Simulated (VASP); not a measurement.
Write the native input for VASP 6.6.1 that does the following.

* Task: single point
* Functional: HF
* Potentials or basis: VASP PAW PBE potentials, release 64 (Al, N)
* Cutoff: 520 eV
* k mesh: 6 × 6 × 4
* Occupations: gaussian, width 0.01 eV
* Spin: no spin polarisation
* Dipole correction: no
* Grid for exact exchange (PRECFOCK): Normal
* Further INCAR settings: ALGO = Normal; EDIFF = 1e-06; NBANDS = 16
* Share of exact exchange: 1

The system is AlN.

```
CELL_PARAMETERS angstrom
3.10669 0.00000 0.00000
-1.55335 2.69048 0.00000
0.00000 0.00000 4.97859
ATOMIC_POSITIONS crystal
Al 0.33333 0.66667 0.99920
Al 0.66667 0.33333 0.49920
N 0.33333 0.66667 0.38080
N 0.66667 0.33333 0.88080
```

The input as run:

POSCAR

```
AlN
1.0
    3.1066945332      0.0000000000      0.0000000000
   -1.5533472666      2.6904763876      0.0000000000
    0.0000000000      0.0000000000      4.9785887007
Al N
2 2
Direct
    0.3333333333      0.6666666667     -0.0007956004
    0.6666666667      0.3333333333      0.4992043996
    0.3333333333      0.6666666667      0.3807956004
    0.6666666667      0.3333333333      0.8807956004
```

INCAR.step1

```
SYSTEM = AlN
PREC = Accurate
ENCUT = 520
EDIFF = 1E-5
ISMEAR = 0
SIGMA = 0.01
LREAL = .False.
LASPH = .True.
NELM = 80
ALGO = Normal
ISIF = 2
LWAVE = .True.
NBANDS = 16
GGA = PE
```

INCAR.step2

```
SYSTEM = AlN
PREC = Accurate
ENCUT = 520
EDIFF = 1E-6
ISMEAR = 0
SIGMA = 0.01
LREAL = .False.
LASPH = .True.
NELM = 80
ALGO = Normal
ISIF = 2
LWAVE = .False.
LCHARG = .True.
GGA = PE
LHFCALC = .True.
AEXX = 1.0
ALDAC = 0.0
AGGAC = 0.0
PRECFOCK = Normal
LELF = .True.
LVHAR = .True.
NBANDS = 16
ISTART = 1
```

KPOINTS

```
Automatic mesh
0
Gamma
  6 6 4
  0 0 0
```

Potentials or basis: VASP PAW PBE potentials, release 64 (Al, N).

Command:

```sh
$ cat potpaw_PBE.64/Al/POTCAR potpaw_PBE.64/N/POTCAR > POTCAR
$ cp INCAR.step1 INCAR
$ mpirun -np 1 vasp_std > vasp.out
$ cp INCAR.step2 INCAR
$ mpirun -np 1 vasp_std > vasp.out
```

It gave:

```json
{
 "Pressure": "-1.8 GPa",
 "Largest force": "0.042 eV/Å",
 "Band gap on the k mesh": "12.37 eV"
}
```

Caveat: the PAW data sets were made with another functional, which shifts forces and pressure a little.

It took 53 min on 1 thread of AMD EPYC 7R13 (shared host), peak memory 0.18 GiB.
